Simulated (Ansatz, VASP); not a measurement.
# Sn in VASP and in Ansatz

```
Sn
1.0
     3.08843    0.00000    0.00000
     0.00000    3.08843    0.00000
     0.00000    0.00000    3.08843
Sn
1
Cartesian
  0.0000 0.0000 0.0000
```

Alike in both runs: functional PBE; k mesh 13 × 13 × 13; occupations fermi-dirac, width 0.05 eV; no spin polarisation.

Ansatz relaxed the structure, and its values are those at the end. VASP's run is a single point on that final structure, the one shown.

```csv
,VASP,Ansatz
version,VASP 6.6.1,Ansatz 0.2.0
potentials or method,"VASP PAW PBE potentials, release 64 (Sn_d)","PAW with Ansatz's default frozen-core files, scalar-relativistic"
plane-wave cutoff (eV),520,420
valence electrons in the cell,14,14
```

VASP gave:

- pressure (GPa): -0.1

Question: Estimate Ansatz's values.

Answer: Pressure (GPa): 0.0.
